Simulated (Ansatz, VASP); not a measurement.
**AlN: VASP beside Ansatz**

```xyz
2
Lattice="0.0000 2.1887 2.1887 2.1887 0.0000 2.1887 2.1887 2.1887 0.0000" Properties=species:S:1:pos:R:3 pbc="T T T"
Al    0.0000    0.0000    0.0000
N     1.0943    1.0943    1.0943
```

Alike in both runs: task single point; functional PBEsol; k mesh 14 × 14 × 14; occupations gaussian, width 0.02 eV; no spin polarisation.

|  | VASP | Ansatz |
| --- | --- | --- |
| version | VASP 6.6.1 | Ansatz 0.2.0 |
| potentials or method | VASP PAW PBE potentials, release 64 (Al, N), cutoff 600 eV | scalar-relativistic, plane waves, PAW |
| valence electrons in the cell | 8 | 8 |

```csv
,VASP,Ansatz,Ansatz less VASP
gap on the k mesh at the Fermi level (eV),3.18,3.19,+0.008
least direct gap on the mesh (eV),4.08,4.06,-0.016
pressure (GPa),-0.1,0.0,+0.13
```

VASP's potentials were made for PBE, not for PBEsol, and Ansatz warns of the same on its side.
